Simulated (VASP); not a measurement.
# Ir (I4/mmm) in VASP: notebook

Ir is run at these levels: r2SCAN; tasks: single point.

Program: VASP 6.6.1. These are calculated values, not measurements. Logs are shortened: lines on timing, memory, paths and dates and some standing lists are left out, and cuts for length are marked.

### Step 1. The cell of the first run

It takes space group I4/mmm (No. 139, tetragonal). Conventional cell: a = 2.715 Å, b = 2.715 Å, c = 3.647 Å, α = 90.00°, β = 90.00°, γ = 90.00°. Ir (site symmetry 4/mmm) has 12 Ir at 2.65 to 2.71 Å within 3.5 Å.

### Step 2. Single point, r2SCAN (strain +0.000 along x and y, -0.050 along z)

POSCAR reads:

```
Ir
1.0
    0.0000000000      1.9197000000      1.8237150000
    1.9197000000      0.0000000000      1.8237150000
    1.9197000000      1.9197000000      0.0000000000
Ir
1
Direct
    0.0000000000      0.0000000000      0.0000000000
```

INCAR.step1 reads:

```
SYSTEM = Ir
PREC = Accurate
ENCUT = 520
ISMEAR = 0
SIGMA = 0.15
LREAL = .FALSE.
LASPH = .TRUE.
NELM = 60
NBANDS = 10
GGA = PE
ALGO = Normal
EDIFF = 1E-4
LWAVE = .TRUE.
LCHARG = .FALSE.
```

INCAR.step2 reads:

```
SYSTEM = Ir
PREC = Accurate
ENCUT = 520
EDIFF = 1E-6
ISMEAR = 0
SIGMA = 0.15
LREAL = .FALSE.
LASPH = .TRUE.
NELM = 60
ALGO = Normal
ISIF = 2
LWAVE = .FALSE.
LCHARG = .FALSE.
METAGGA = R2SCAN
LMIXTAU = .TRUE.
NBANDS = 10
ISTART = 1
```

KPOINTS reads:

```
regular mesh
0
G
  22 22 22
  0 0 0
```

Potentials or basis: VASP PAW PBE potentials, release 64 (Ir).

The run is started by

```
$ cat potpaw_PBE.64/Ir/POTCAR > POTCAR
$ cp INCAR.step1 INCAR
$ mpirun -np 1 vasp_std > vasp.out
$ cp INCAR.step2 INCAR
$ mpirun -np 1 vasp_std > vasp.out
```

OUTCAR:

```text
SYSTEM = Ir
   PREC = Accurate
   ENCUT = 520
   EDIFF = 1E-6
   ISMEAR = 0
   LREAL = .FALSE.
   LASPH = .TRUE.
   NELM = 60
   ISIF = 2
   METAGGA = R2SCAN
   ISTART = 1

 ion  position               nearest neighbor table
   1  0.000  0.000  0.000-

  LATTYP: Found a body centered tetragonal cell.
 ALAT       =     2.7148657757
 C/A-ratio  =     1.3435028843

  Lattice vectors:

 A1 = (   0.0000000000,  -1.9197000000,  -1.8237150000)
 A2 = (   0.0000000000,   1.9197000000,  -1.8237150000)
 A3 = (   1.9197000000,   0.0000000000,   1.8237150000)

Analysis of symmetry for initial positions (statically):
=====================================================================
 Subroutine PRICEL returns:
 Original cell was already a primitive cell.

 Routine SETGRP: Setting up the symmetry group for a
 body centered tetragonal supercell.

 Subroutine GETGRP returns: Found 16 space group operations
 (whereof 16 operations were pure point group operations)
 out of a pool of 16 trial point group operations.

The static configuration has the point symmetry D_4h.

Analysis of symmetry for dynamics (positions and initial velocities):
=====================================================================
 Subroutine PRICEL returns:
 Original cell was already a primitive cell.

 Routine SETGRP: Setting up the symmetry group for a
 body centered tetragonal supercell.

 Subroutine GETGRP returns: Found 16 space group operations
 (whereof 16 operations were pure point group operations)
 out of a pool of 16 trial point group operations.

The dynamic configuration has the point symmetry D_4h.

 Subroutine INISYM returns: Found 16 space group operations
 (whereof 16 operations are pure point group operations),
 and found     1 'primitive' translations

----------------------------------------------------------------------------------------

                                     Primitive cell

  volume of cell :      13.4417

  direct lattice vectors                    reciprocal lattice vectors
     0.000000000  1.919700000  1.823715000    -0.260457363  0.260457363  0.274165645
     1.919700000  0.000000000  1.823715000     0.260457363 -0.260457363  0.274165645
     1.919700000  1.919700000  0.000000000     0.260457363  0.260457363 -0.274165645

  length of vectors
     2.647864138  2.647864138  2.714865776     0.459176303  0.459176303  0.459176303

  position of ions in fractional coordinates (direct lattice)
     0.000000000  0.000000000  0.000000000

  ion indices of the primitive-cell ions
[... 74 lines left out ...]
   EDIFF  = 0.1E-05   stopping-criterion for ELM
   LREAL  =      F    real-space projection
   EDIFFG = 0.1E-04   stopping-criterion for IOM
   NSW    =      0    number of steps for IOM
   IBRION =     -1    ionic relax: 0-MD 1-quasi-New 2-CG
   NFREE  =      0    steps in history (QN), initial steepest desc. (CG)
   ISIF   =      2    stress and relaxation
   ISYM   =      2    0-nonsym 1-usesym 2-fastsym
   POTIM  = 0.5000    time-step for ionic-motion
   TEBEG  =    0.0;   TEEND  =   0.0 temperature during run
   PSTRESS=    0.0 pullay stress
   NELECT =       9.0000    total number of electrons
   NUPDOWN=      -1.0000    fix difference up-down
   EMIN   =  10.00;   EMAX   =-10.00  energy-range for DOS
   EFERMI =   0.00;   METHOD = LEGACY
   ISMEAR =     0;   SIGMA  =   0.15  broadening in eV -4-tet -1-fermi 0-gaus
   EFERMI_NEDOS =   21; number of points for ismear=-14 and -15
   IALGO  =     38    algorithm
   IMIX   =      4    mixing-type and parameters
     AMIX     =   0.40;   BMIX     =  1.00
     AMIX_MAG =   1.60;   BMIX_MAG =  1.00
  volume/ion in A,a.u.               =      13.44        90.71
  Fermi-wavevector in a.u.,A,eV,Ry     =   1.432203  2.706470 27.908326  2.051204
  Thomas-Fermi vector in A             =   2.551856
   LORBIT       =      0    0 simple, 1 ext, 2 COOP (PROOUT), +10 PAW based schemes
   METAGGA = R2SCAN    functional components
   LHFCALC =     F    Hartree Fock is set to
   AEXX    =    0.0000 exact exchange contribution
   IVDW    =     0    specifies the selected vdW correction
   LEPSILON=     F    determine dielectric tensor
   LRPA    =     F    only Hartree local field effects (RPA)
 non-spin polarized calculation
 Gauss-broadening in eV      SIGMA  =   0.15
  energy-cutoff  :      520.00
  volume of cell :       13.44
 maximum number of plane-waves:       378
   NGX =  9   NGY =  9   NGZ =  9

 number of electron       9.0000000 magnetization

 Free energy of the ion-electron system (eV)
  ---------------------------------------------------
  ext. energy  EPLUGINS =         0.00000000
  ---------------------------------------------------
  free energy    TOTEN  =       -52.26778239 eV

  energy without entropy =      -52.25702265  energy(sigma->0) =      -52.26240252

 E-fermi :  11.0618     XC(G=0): -15.6831

 val. band max:       11.0593648196   @ k =   0.4545   0.3636   0.0909
 cond. band min:      11.0640879448   @ k =   0.4091   0.3636   0.0455
 fundamental gap:      0.0047231252
 Fermi energy:        11.0618065695

 k-point     1 :       0.0000    0.0000    0.0000
  band No.  band energies     occupation
      1      -1.0128      2.00000
      2       6.5491      2.00000
      3       6.5491      2.00000
      4       7.2644      2.00000
      5       9.2204      2.00000
      6      10.1635      2.00000
      7      26.1238      0.00000
      8      31.6547      0.00000
      9      31.6547      0.00000
     10      33.5544      0.00000
[... 287 lines left out ...]
 k-point    24 :      -0.4545    0.0455    0.0000
  band No.  band energies     occupation
      1       2.1952      2.00000
      2       6.2948      2.00000
      3       6.9151      2.00000
      4       9.6866      2.00000
      5      12.1748      0.00000
      6      12.3879      0.00000
      7      19.5590      0.00000
      8      25.9180      0.00000
      9      32.1868      0.00000
     10      32.6604      0.00000

 [... further k-points ...]
[... 5 lines left out ...]
  --------------------------------------------------------------------------------------
  -------------------------------------------------------------------------------------
  Total        1.7415950      1.7415950      3.5705068      0.0000000      0.0000000      0.0000000
  in kB      207.5888625    207.5888625    425.5854244      0.0000000      0.0000000      0.0000000
  external PRESSURE =     280.2543831 kB  Pullay stress =       0.0000000 kB

 VOLUME and BASIS-vectors are now :
 -----------------------------------------------------------------------------
  energy-cutoff  :      520.00
  volume of cell :       13.44
      direct lattice vectors                 reciprocal lattice vectors
     0.000000000  1.919700000  1.823715000    -0.260457363  0.260457363  0.274165645
     1.919700000  0.000000000  1.823715000     0.260457363 -0.260457363  0.274165645
     1.919700000  1.919700000  0.000000000     0.260457363  0.260457363 -0.274165645

 POSITION                                       TOTAL-FORCE (eV/Angst)
 -----------------------------------------------------------------------------------
      0.00000      0.00000      0.00000         0.000000     -0.000000      0.000000
 -----------------------------------------------------------------------------------
    total drift:                                0.000000      0.000000      0.000000

  FREE ENERGIE OF THE ION-ELECTRON SYSTEM (eV)
  ---------------------------------------------------
  free  energy   TOTEN  =       -52.2677823865 eV

  energy  without entropy=      -52.2570226510  energy(sigma->0) =      -52.26240252
```

OUTCAR.step1:

```text
SYSTEM = Ir
   PREC = Accurate
   ENCUT = 520
   ISMEAR = 0
   LREAL = .FALSE.
   LASPH = .TRUE.
   NELM = 60
[... 529 lines left out ...]
 -----------------------------------------------------------------------------------
      0.00000      0.00000      0.00000         0.000000      0.000000      0.000000
 -----------------------------------------------------------------------------------
    total drift:                                0.000000      0.000000      0.000000

  FREE ENERGIE OF THE ION-ELECTRON SYSTEM (eV)
  ---------------------------------------------------
  free  energy   TOTEN  =        -8.7184245817 eV

  energy  without entropy=       -8.7073560569  energy(sigma->0) =       -8.71289032
```

OSZICAR.step1:

```text
N       E                     dE             d eps       ncg     rms          rms(c)
DAV:   1     0.489661390133E+02    0.48966E+02   -0.44203E+03 16808   0.829E+02
DAV:   2    -0.836832869012E+01   -0.57334E+02   -0.54616E+02 17112   0.200E+02
DAV:   3    -0.923700911557E+01   -0.86868E+00   -0.86590E+00 19374   0.299E+01
DAV:   4    -0.924474935480E+01   -0.77402E-02   -0.77389E-02 18956   0.261E+00
DAV:   5    -0.924489681400E+01   -0.14746E-03   -0.14746E-03 19378   0.342E-01    0.176E+01
DAV:   6    -0.881893222145E+01    0.42596E+00   -0.65467E-01 18712   0.101E+01    0.763E+00
DAV:   7    -0.872481804022E+01    0.94114E-01   -0.25687E-01 20394   0.585E+00    0.148E+00
DAV:   8    -0.871991238106E+01    0.49057E-02   -0.25672E-03 18446   0.619E-01    0.655E-01
DAV:   9    -0.871841703836E+01    0.14953E-02   -0.12929E-03 19150   0.509E-01    0.165E-02
DAV:  10    -0.871842458166E+01   -0.75433E-05   -0.75240E-06  8826   0.258E-02
   1 F= -.87184246E+01 E0= -.87128903E+01  d E =-.110685E-01
```

Run time: 2.4 min. Hardware: 1 thread of Intel Xeon 6975P-C (Granite Rapids), shared host; peak memory 0.23 GiB.

What came out:

* Free energy: -52.2678 eV
* Pressure: 28.0 GPa

Caveat: the cell differs from its parent crystal (strain +0.000 along x and y, -0.050 along z); the PAW data sets were made with another functional, which shifts forces and pressure a little; spin-orbit coupling is left out, which moves the levels of the heavy elements.

### Step 3. Single point, r2SCAN (strain +0.050 along x and y, -0.025 along z)

POSCAR reads:

```
Ir
1.0
    0.0000000000      2.0156850000      1.8717075000
    2.0156850000      0.0000000000      1.8717075000
    2.0156850000      2.0156850000      0.0000000000
Ir
1
Direct
    0.0000000000      0.0000000000      0.0000000000
```

INCAR.step1 reads:

```
ALGO = Normal ; EDIFF = 1E-4
ENCUT = 520 ; GGA = PE
ISMEAR = 0 ; LASPH = T
LCHARG = F ; LREAL = F
LWAVE = T ; NBANDS = 10
NELM = 80 ; PREC = Accurate
SIGMA = 0.15
```

INCAR.step2 reads:

```
ALGO = Normal ; EDIFF = 1E-6
ENCUT = 520 ; ISIF = 2
ISMEAR = 0 ; ISTART = 1
LASPH = T ; LCHARG = T
LELF = T ; LMIXTAU = T
LREAL = F ; LVHAR = T
LWAVE = F ; METAGGA = R2SCAN
NBANDS = 10 ; NELM = 80
PREC = Accurate ; SIGMA = 0.15
```

KPOINTS reads:

```
k-points
0
Gamma
  22 22 22
```

Potentials or basis: VASP PAW PBE potentials, release 64 (Ir).

The run is started by

```
$ cat potpaw_PBE.64/Ir/POTCAR > POTCAR
$ cp INCAR.step1 INCAR
$ mpirun -np 1 vasp_std > vasp.out
$ cp INCAR.step2 INCAR
$ mpirun -np 1 vasp_std > vasp.out
```

It took 2.3 min on 1 thread of Intel Xeon 6975P-C (Granite Rapids), shared host; peak memory 0.25 GiB.

Results (log left out):

```
Free energy : -52.2562 eV
Pressure    : -18.8 GPa
```

Stress tensor (GPa, compression positive):
```
-26.08   0.00   0.00
  0.00 -26.08   0.00
  0.00   0.00  -4.17
```

Levels at points of the mesh, in eV from the Fermi level:
| k point | band 2 | band 3 | band 4 | band 5 | band 6 | band 7 |
| --- | --- | --- | --- | --- | --- | --- |
| (0.00, 0.00, 0.00) | -3.79 | -3.79 | -2.93 | -1.72 | -0.62 | 15.37 |
| (0.50, 0.00, 0.00) | -4.14 | -3.16 | -0.45 | 0.57 | 1.12 | 7.02 |
| (0.50, 0.50, 0.00) | -6.86 | 0.73 | 1.46 | 1.46 | 2.93 | 11.10 |
| (0.50, 0.00, 0.50) | -6.72 | 0.70 | 0.96 | 1.34 | 1.76 | 9.51 |

Caveat: the cell differs from its parent crystal (strain +0.050 along x and y, -0.025 along z); the PAW data sets were made with another functional, which shifts forces and pressure a little; spin-orbit coupling is left out, which moves the levels of the heavy elements.
